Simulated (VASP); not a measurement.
Here is a VASP 6.6.1 calculation.

The input INCAR:

```
SYSTEM = Au
PREC = Accurate
ENCUT = 520
EDIFF = 1E-7
ISMEAR = 0
SIGMA = 0.15
LREAL = .False.
LASPH = .True.
NELM = 100
ALGO = Fast
ISIF = 2
LWAVE = .False.
LCHARG = .False.
GGA = PS
NBANDS = 18
```

Contents of KPOINTS:

```
regular mesh
0
Gamma
  24 24 12
  0 0 0
```

Contents of POSCAR:

```
Au
1.0
    2.8651901210      0.0000000000      0.0000000000
   -1.4325950605      2.4813274315      0.0000000000
    0.0000000000      0.0000000000      4.5510491130
Au
2
Direct
    0.3333333333      0.6666666667      0.7500000000
    0.6666666667      0.3333333333      0.2500000000
```

Potentials or basis: VASP PAW PBE potentials, release 64 (Au).

Command:

```console
$ cat potpaw_PBE.64/Au/POTCAR > POTCAR
$ mpirun -np 1 vasp_std > vasp.out
```

Task: Predict the pressure.

Result: 10.3 GPa.

Task: Estimate the band gap on the k mesh.

Result: Zero (bands 11 and 12 overlap by 7.18 eV).

Stress tensor (GPa, compression positive):
```
 8.19  0.00  0.00
 0.00  8.19  0.00
 0.00  0.00 14.51
```

Caveat: the cell differs from its parent crystal (strain +0.000 along x and y, -0.050 along z); the stress differs along the axes, from 8 to 15 GPa; the PAW data sets were made with another functional, which shifts forces and pressure a little; spin-orbit coupling is left out, which moves the levels of the heavy elements.
